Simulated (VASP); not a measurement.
# GaN in VASP: a series of runs, part 2 of 2

VASP 6.6.1. Earlier steps stand in the parts before.

### Step 3. Relaxation of cell and atoms, r2SCAN, target pressure 30 GPa, at which the enthalpy is minimised

This run uses another cell than the first one, of 10.08 Å³/atom.

Input file POSCAR:

```
GaN
1.0
    3.0574579485      0.0000000000      0.0000000000
   -1.5287289742      2.6478362545      0.0000000000
    0.0000000000      0.0000000000      4.9795333060
Ga N
2 2
Direct
    0.6666666667      0.3333333333      0.4991944640
    0.3333333333      0.6666666667      0.9991944640
    0.6666666667      0.3333333333      0.8758055360
    0.3333333333      0.6666666667      0.3758055360
```

Input file INCAR.step1:

```
PREC = Accurate
ENCUT = 600
ISMEAR = 0
SIGMA = 0.02
LREAL = False
LASPH = True
NELM = 100
GGA = PE
ALGO = Normal
EDIFF = 1E-4
LWAVE = True
LCHARG = False
```

Input file INCAR.step2:

```
PREC = Accurate
ENCUT = 600
EDIFF = 1E-6
ISMEAR = 0
SIGMA = 0.02
LREAL = False
LASPH = True
NELM = 100
ALGO = Normal
ISIF = 3
LWAVE = False
LCHARG = False
METAGGA = R2SCAN
LMIXTAU = True
IBRION = 2
NSW = 70
EDIFFG = -0.008
PSTRESS = 300.0
ISTART = 1
```

Input file KPOINTS:

```
Automatic mesh
0
Gamma
  12 12 6
```

Potentials or basis: VASP PAW PBE potentials, release 64 (Ga_d, N).

Started as:

```sh
$ cat potpaw_PBE.64/Ga_d/POTCAR potpaw_PBE.64/N/POTCAR > POTCAR
$ cp INCAR.step1 INCAR
$ mpirun -np 1 vasp_std > vasp.out
$ cp INCAR.step2 INCAR
$ mpirun -np 1 vasp_std > vasp.out
```

OUTCAR:

```text
PREC = Accurate
   ENCUT = 600
   EDIFF = 1E-6
   ISMEAR = 0
   LREAL = False
   LASPH = True
   NELM = 100
   ISIF = 3
   METAGGA = R2SCAN
   IBRION = 2
   NSW = 70
   EDIFFG = -0.008
   PSTRESS = 300.0
   ISTART = 1

 ion  position               nearest neighbor table
   1  0.667  0.333  0.499-   4 1.87   4 1.87   4 1.87   3 1.88
   2  0.333  0.667  0.999-   3 1.87   3 1.87   3 1.87   4 1.88
   3  0.667  0.333  0.876-   2 1.87   2 1.87   2 1.87   1 1.88
   4  0.333  0.667  0.376-   1 1.87   1 1.87   1 1.87   2 1.88

  LATTYP: Found a hexagonal cell.
 ALAT       =     3.0574579485
 C/A-ratio  =     1.6286514450

  Lattice vectors:

[... 195 lines left out ...]
  external PRESSURE =      23.4560968 kB  Pullay stress =     300.0000000 kB
[... 67 lines left out ...]
--------------------------------------- Ionic step        3  -------------------------------------------

 number of electron      35.9999983 magnetization

 Free energy of the ion-electron system (eV)
  ---------------------------------------------------
  ext. energy  EPLUGINS =         0.00000000
  ---------------------------------------------------
  free energy    TOTEN  =       -43.38623537 eV

  energy without entropy =      -43.38623537  energy(sigma->0) =      -43.38623537

 E-fermi :   6.5684     XC(G=0): -13.3493

 val. band max:        6.4215766426   @ k =   0.0000   0.0000   0.0000
 cond. band min:       9.5479040169   @ k =   0.0000   0.0000   0.0000
 fundamental gap:      3.1263273744
 Fermi energy:         6.5683557019

 k-point     1 :       0.0000    0.0000    0.0000
  band No.  band energies     occupation
      1     -11.4523      2.00000
      2     -10.0980      2.00000
      3      -7.5540      2.00000
      4      -7.5335      2.00000
      5      -7.5334      2.00000
      6      -7.4374      2.00000
[... 589 lines left out ...]
     21      14.6293      0.00000
     22      16.1821      0.00000

 [... further k-points ...]
[... 5 lines left out ...]
  --------------------------------------------------------------------------------------
  -------------------------------------------------------------------------------------
  Total        7.5863264      7.5863264      7.6221606      0.0000000     -0.0000000      0.0000000
  in kB      299.2966650    299.2966650    300.7103997      0.0000000     -0.0000000      0.0000000
  external PRESSURE =      -0.2320901 kB  Pullay stress =     300.0000000 kB
[... 23 lines left out ...]
  energy  without entropy=      -43.3862353710  energy(sigma->0) =      -43.38623537

  enthalpy is  TOTEN    =       -35.7820813850 eV   P V=        7.6041539860

 reached required accuracy - stopping structural energy minimisation
```

OSZICAR.step1:

```text
N       E                     dE             d eps       ncg     rms          rms(c)
DAV:   1     0.294479567783E+03    0.29448E+03   -0.20080E+04  3574   0.344E+03
DAV:   2     0.831790457391E+01   -0.28616E+03   -0.27695E+03  3686   0.565E+02
DAV:   3    -0.267795228581E+02   -0.35097E+02   -0.34762E+02  3854   0.165E+02
DAV:   4    -0.281112221026E+02   -0.13317E+01   -0.13288E+01  4606   0.342E+01
DAV:   5    -0.281331295477E+02   -0.21907E-01   -0.21899E-01  3788   0.394E+00    0.116E+01
DAV:   6    -0.235058320486E+02    0.46273E+01   -0.14912E+01  6096   0.655E+01    0.312E+00
DAV:   7    -0.236704722710E+02   -0.16464E+00   -0.25830E+00  3740   0.139E+01    0.290E+00
DAV:   8    -0.236767831779E+02   -0.63109E-02   -0.37562E-01  4966   0.122E+01    0.926E-01
DAV:   9    -0.236468916530E+02    0.29892E-01   -0.14013E-01  5876   0.742E+00    0.279E-01
DAV:  10    -0.236479831221E+02   -0.10915E-02   -0.96073E-03  3752   0.101E+00    0.788E-02
DAV:  11    -0.236480216598E+02   -0.38538E-04   -0.83641E-04  4480   0.706E-01
   1 F= -.23648022E+02 E0= -.23648022E+02  d E =-.143480E-23
```

It took 7.5 min on 1 thread of AMD EPYC 9R45 (Zen 5), shared host; peak memory 0.2 GiB.

Results:

| Item | Value |
| --- | --- |
| Free energy | -43.3862 eV |
| Relaxed volume | 10.15 Å³/atom |
| Relaxed cell | a = 3.065 Å, b = 3.065 Å, c = 4.992 Å, α = 90.00°, β = 90.00°, γ = 120.00° |
| Space group after relaxing (to 0.1 Å) | P6_3mc (No. 186) |
| Energy change on relaxing (the run minimises the enthalpy) | -14.5 meV/atom |
| Ionic steps | 3 |
| Pressure after relaxing | 30.0 GPa |
| Largest force after relaxing | 0.006 eV/Å |
| Band gap on the k mesh | 3.13 eV |

Forces in eV/Å, atoms in the order of the input:
```
Ga   0.000  0.000  0.006
Ga   0.000  0.000  0.006
N    0.000  0.000 -0.006
N    0.000  0.000 -0.006
```

The path:
| step | energy change (eV) | largest force (eV/Å) | pressure (GPa) | volume (Å³) |
| --- | --- | --- | --- | --- |
| 1 | 0.0000 | 0.0189 | 32.35 | 40.31 |
| 2 | -0.1568 | 0.0179 | 25.73 | 41.18 |
| 3 | -0.0580 | 0.0058 | 29.98 | 40.61 |

Final structure:
```yaml
crystal:
  lattice:
    - [3.06497, 0.00000, 0.00000]
    - [-1.53249, 2.65434, 0.00000]
    - [0.00000, 0.00000, 4.99180]
  atoms:
    - { symbol: Ga, position: [0.66667, 0.33333, 0.49926] }
    - { symbol: Ga, position: [0.33333, 0.66667, 0.99926] }
    - { symbol: N, position: [0.66667, 0.33333, 0.87574] }
    - { symbol: N, position: [0.33333, 0.66667, 0.37574] }
```

Caveat: the cell is relaxed towards a set pressure, so the run minimises the enthalpy, not the energy; the PAW data sets were made with another functional, which shifts forces and pressure a little.

### Step 4. Relaxation of cell and atoms, r2SCAN, target pressure 15 GPa, at which the enthalpy is minimised

This run uses another cell than the first one, of 10.63 Å³/atom.

Input file POSCAR:

```
GaN
1.0
    3.1123479041      0.0000000000      0.0000000000
   -1.5561739520      2.6953723504      0.0000000000
    0.0000000000      0.0000000000      5.0686654218
Ga N
2 2
Direct
    0.6666666667      0.3333333333      0.4991458256
    0.3333333333      0.6666666667      0.9991458256
    0.6666666667      0.3333333333      0.8758541744
    0.3333333333      0.6666666667      0.3758541744
```

Input file INCAR.step1:

```
SYSTEM = GaN
PREC = Accurate
ENCUT = 600
ISMEAR = 0
SIGMA = 0.02
LREAL = .FALSE.
LASPH = .TRUE.
NELM = 60
GGA = PE
ALGO = Normal
EDIFF = 1E-4
LWAVE = .TRUE.
LCHARG = .FALSE.
```

Input file INCAR.step2:

```
SYSTEM = GaN
PREC = Accurate
ENCUT = 600
EDIFF = 1E-6
ISMEAR = 0
SIGMA = 0.02
LREAL = .FALSE.
LASPH = .TRUE.
NELM = 60
ALGO = Normal
ISIF = 3
LWAVE = .FALSE.
LCHARG = .FALSE.
METAGGA = R2SCAN
LMIXTAU = .TRUE.
IBRION = 2
NSW = 70
EDIFFG = -0.008
PSTRESS = 150.0
ISTART = 1
```

Input file KPOINTS:

```
regular mesh
0
G
  12 12 6
  0 0 0
```

Started as:

```sh
$ cat potpaw_PBE.64/Ga_d/POTCAR potpaw_PBE.64/N/POTCAR > POTCAR
$ cp INCAR.step1 INCAR
$ mpirun -np 1 vasp_std > vasp.out
$ cp INCAR.step2 INCAR
$ mpirun -np 1 vasp_std > vasp.out
```

Wall time 7.6 min (1 thread of AMD EPYC 9R45 (Zen 5), shared host); peak memory 0.21 GiB.

It converged, with:

* Free energy: -43.6910 eV
* Relaxed volume: 10.70 Å³/atom
* Relaxed cell: a = 3.119 Å, b = 3.119 Å, c = 5.078 Å, α = 90.00°, β = 90.00°, γ = 120.00°
* Space group after relaxing (to 0.1 Å): P6_3mc (No. 186)
* Energy change on relaxing (the run minimises the enthalpy): -6.7 meV/atom
* Ionic steps: 3
* Pressure after relaxing: 15.1 GPa
* Band gap on the k mesh: 2.77 eV

Step by step:
```csv
step,energy change (eV),largest force (eV/Å),pressure (GPa),volume (Å³)
1,0.0000,0.0111,16.69,42.52
2,-0.0630,0.0188,12.54,43.21
3,-0.0268,0.0009,15.09,42.79
```

Final structure:
```xyz
4
Lattice="3.1192 0.0000 0.0000 -1.5596 2.7013 0.0000 0.0000 0.0000 5.0785" Properties=species:S:1:pos:R:3 pbc="T T T"
Ga    1.5596    0.9004    2.5351
Ga    0.0000    1.8009    5.0744
N     1.5596    0.9004    4.4478
N     0.0000    1.8009    1.9086
```

Levels at points of the mesh, in eV from the valence-band top:
| k point | band 15 | band 16 | band 17 | band 18 | band 19 | band 20 | band 21 | band 22 |
| --- | --- | --- | --- | --- | --- | --- | --- | --- |
| (0.00, 0.00, 0.00) | -1.15 | -0.05 | 0.00 | 0.00 | 2.77 | 5.23 | 10.34 | 10.96 |
| (0.50, 0.00, 0.00) | -4.59 | -3.07 | -2.43 | -1.11 | 5.77 | 6.43 | 6.79 | 9.89 |
| (0.00, 0.00, 0.50) | -0.59 | -0.59 | -0.59 | -0.59 | 5.18 | 5.18 | 9.53 | 9.53 |
| (0.50, 0.00, 0.50) | -2.17 | -2.17 | -2.09 | -2.09 | 5.09 | 5.09 | 8.82 | 8.82 |

Caveat: the cell is relaxed towards a set pressure, so the run minimises the enthalpy, not the energy; the PAW data sets were made with another functional, which shifts forces and pressure a little.

### Step 5. Single point, r2SCAN (uniaxial strain along a: -2.0 %, then relaxed in part)

Input file POSCAR:

```
GaN
1.0
    3.1194347660     -0.0011177860      0.0000000000
   -1.5607101087      2.7745142988      0.0000000000
    0.0000000000      0.0000000000      5.2001753569
Ga N
2 2
Direct
    0.6658134160      0.3317001656      0.4999655575
    0.3341865840      0.6682998344      0.9999655575
    0.6640098607      0.3282854261      0.8750344425
    0.3359901393      0.6717145739      0.3750344425
```

Input file INCAR.step1:

```
PREC = Accurate
ENCUT = 520
ISMEAR = 0
SIGMA = 0.02
LREAL = False
LASPH = True
NELM = 80
NBANDS = 26
GGA = PE
ALGO = Normal
EDIFF = 1E-4
LWAVE = True
LCHARG = False
```

Input file INCAR.step2:

```
PREC = Accurate
ENCUT = 520
EDIFF = 1E-7
ISMEAR = 0
SIGMA = 0.02
LREAL = False
LASPH = True
NELM = 80
ALGO = Normal
ISIF = 2
LWAVE = False
LCHARG = False
METAGGA = R2SCAN
LMIXTAU = True
NBANDS = 26
ISTART = 1
```

Input file KPOINTS:

```
regular mesh
0
Gamma
  12 12 6
```

Started as:

```sh
$ cat potpaw_PBE.64/Ga_d/POTCAR potpaw_PBE.64/N/POTCAR > POTCAR
$ cp INCAR.step1 INCAR
$ mpirun -np 1 vasp_std > vasp.out
$ cp INCAR.step2 INCAR
$ mpirun -np 1 vasp_std > vasp.out
```

Run time: 6.6 min. Hardware: 1 thread of Intel Xeon 6975P-C (Granite Rapids), shared host; peak memory 0.39 GiB.

It converged, with:

| Property | Result |
| --- | --- |
| Free energy | -43.7993 eV |
| Pressure | 3.3 GPa |
| Largest force | 0.014 eV/Å |
| Band gap on the k mesh | 2.29 eV |

Forces in eV/Å, atoms in the order of the input:
```
Ga   0.000 -0.002  0.013
Ga   0.000  0.002  0.013
N    0.000 -0.004 -0.013
N    0.000  0.004 -0.013
```

Stress tensor (GPa, compression positive):
```
7.49 0.08 0.00
0.08 1.20 0.00
0.00 0.00 1.08
```

Levels at points of the mesh, in eV from the valence-band top:
| k point | band 15 | band 16 | band 17 | band 18 | band 19 | band 20 | band 21 | band 22 |
| --- | --- | --- | --- | --- | --- | --- | --- | --- |
| (0.00, 0.00, 0.00) | -1.01 | -0.18 | -0.16 | 0.00 | 2.29 | 4.88 | 9.84 | 10.48 |
| (0.50, 0.00, 0.00) | -4.43 | -3.03 | -2.36 | -1.22 | 5.41 | 5.94 | 6.38 | 9.37 |
| (0.00, 0.50, 0.00) | -4.51 | -2.72 | -2.47 | -0.98 | 5.92 | 6.31 | 6.44 | 9.18 |
| (0.50, 0.50, 0.00) | -4.44 | -3.02 | -2.36 | -1.21 | 5.43 | 5.95 | 6.39 | 9.36 |
| (0.00, 0.00, 0.50) | -0.73 | -0.73 | -0.52 | -0.52 | 4.76 | 4.76 | 9.08 | 9.08 |
| (0.50, 0.00, 0.50) | -2.20 | -2.20 | -2.12 | -2.12 | 4.75 | 4.75 | 8.31 | 8.31 |
| (0.00, 0.50, 0.50) | -2.15 | -2.15 | -1.92 | -1.92 | 4.85 | 4.85 | 8.54 | 8.54 |
| (0.50, 0.50, 0.50) | -2.19 | -2.19 | -2.12 | -2.12 | 4.76 | 4.76 | 8.31 | 8.31 |

Caveat: the cell differs from its parent crystal (uniaxial strain along a: -2.0 %, then relaxed in part); the stress differs along the axes, from 1 to 7 GPa; the PAW data sets were made with another functional, which shifts forces and pressure a little.

### Step 6. Single point, r2SCAN

This run uses another cell than the first one, of 11.49 Å³/atom.

Input file POSCAR:

```
GaN
1.0
    3.2467585773      0.0013121982      0.0000000000
   -1.6222707445      2.7384607075      0.0000000000
    0.0000000000      0.0000000000      5.1665112475
Ga N
2 2
Direct
    0.6673879172      0.3347013083      0.4983028545
    0.3326120828      0.6652986917      0.9983028545
    0.6693784834      0.3385100125      0.8766971455
    0.3306215166      0.6614899875      0.3766971455
```

Input file INCAR.step1:

```
ALGO = Normal ; EDIFF = 1E-4
ENCUT = 520 ; GGA = PE
ISMEAR = 0 ; LASPH = T
LCHARG = F ; LREAL = F
LWAVE = T ; NBANDS = 26
NELM = 60 ; PREC = Accurate
SIGMA = 0.02
```

Input file INCAR.step2:

```
ALGO = Normal ; EDIFF = 1E-7
ENCUT = 520 ; ISIF = 2
ISMEAR = 0 ; ISTART = 1
LASPH = T ; LCHARG = F
LMIXTAU = T ; LREAL = F
LWAVE = F ; METAGGA = R2SCAN
NBANDS = 26 ; NELM = 60
PREC = Accurate ; SIGMA = 0.02
```

Input file KPOINTS:

```
k-points
0
Gamma
  12 12 6
```

Potentials or basis: VASP PAW PBE potentials, release 64 (Ga_d, N).

Started as:

```sh
$ cat potpaw_PBE.64/Ga_d/POTCAR potpaw_PBE.64/N/POTCAR > POTCAR
$ cp INCAR.step1 INCAR
$ mpirun -np 1 vasp_std > vasp.out
$ cp INCAR.step2 INCAR
$ mpirun -np 1 vasp_std > vasp.out
```

Run time: 6.4 min. Hardware: 1 thread of Intel Xeon 6975P-C (Granite Rapids), shared host; peak memory 0.39 GiB.

Results (log left out):

```
Free energy            : -43.8078 eV
Pressure               : -0.9 GPa
Largest force          : 0.005 eV/Å
Band gap on the k mesh : 2.23 eV
```

Forces on the atoms (eV/Å):
```
Ga   0.000 -0.002 -0.002
Ga   0.000  0.002 -0.002
N    0.000  0.005  0.002
N    0.000 -0.005  0.002
```

Stress tensor (GPa, compression positive):
```
-4.81 -0.10  0.00
-0.10  1.03  0.00
 0.00  0.00  0.98
```

Levels at points of the mesh, in eV from the valence-band top:
```tsv
k point	band 14	band 15	band 16	band 17	band 18	band 19	band 20	band 21	band 22	band 23
(0.00, 0.00, 0.00)	-1.26	-1.05	-0.14	-0.05	0.00	2.23	4.56	9.92	10.20	10.60
(0.50, 0.00, 0.00)	-5.43	-4.31	-2.79	-2.28	-1.00	5.59	6.14	6.57	9.17	10.97
(0.00, 0.50, 0.00)	-5.30	-4.24	-3.09	-2.18	-1.22	5.10	5.77	6.50	9.38	10.67
(0.50, 0.50, 0.00)	-5.43	-4.31	-2.80	-2.27	-1.01	5.58	6.13	6.57	9.17	10.96
(0.00, 0.00, 0.50)	-3.90	-0.72	-0.72	-0.53	-0.53	4.60	4.60	9.10	9.10	10.77
(0.50, 0.00, 0.50)	-6.77	-1.97	-1.97	-1.93	-1.93	4.88	4.88	8.37	8.37	10.61
(0.00, 0.50, 0.50)	-6.63	-2.23	-2.23	-1.92	-1.92	4.74	4.74	8.20	8.20	10.70
(0.50, 0.50, 0.50)	-6.76	-1.98	-1.98	-1.93	-1.93	4.87	4.87	8.37	8.37	10.62
```

Caveat: the stress differs along the axes, from -5 to 1 GPa; the PAW data sets were made with another functional, which shifts forces and pressure a little.

### Step 7. Summary

```tsv
task	cell	cutoff (eV)	gap on the mesh (eV)	pressure (GPa)	largest force (eV/Å)
relaxation of cell and atoms	relaxed to 60 GPa from a = 2.979, b = 2.979, c = 4.853 Å, angles 90.0, 90.0, 120.0°, 4 atoms, atomic positions A	600	3.67	60.0	0.01
relaxation of cell and atoms	relaxed to 30 GPa from a = 3.057, b = 3.057, c = 4.980 Å, angles 90.0, 90.0, 120.0°, 4 atoms, atomic positions B	600	3.13	30.0	0.01
relaxation of cell and atoms	relaxed to 15 GPa from a = 3.112, b = 3.112, c = 5.069 Å, angles 90.0, 90.0, 120.0°, 4 atoms, atomic positions B	600	2.77	15.1	-
single point	a = 3.119, b = 3.183, c = 5.200 Å, angles 90.0, 90.0, 119.4°, 4 atoms, atomic positions C	520	2.29	3.3	0.01
single point	a = 3.247, b = 3.183, c = 5.167 Å, angles 90.0, 90.0, 120.6°, 4 atoms, atomic positions D	520	2.23	-0.9	0.01
```

Alike in all rows: level r2SCAN; potentials or basis VASP PAW PBE potentials, release 64 (Ga_d, N); no spin polarisation; k mesh 12 × 12 × 6; smearing gaussian 0.02 eV.

Caveats: the PAW data sets were made with another functional, which shifts forces and pressure a little; the cell is relaxed towards a set pressure, so the run minimises the enthalpy, not the energy (at least some runs); the stress differs along the axes, from 1 to 7 GPa (at least some runs); the stress differs along the axes, from -5 to 1 GPa (at least some runs).

Total energies depend on the potentials used, so only differences within one code and one set of settings carry meaning.
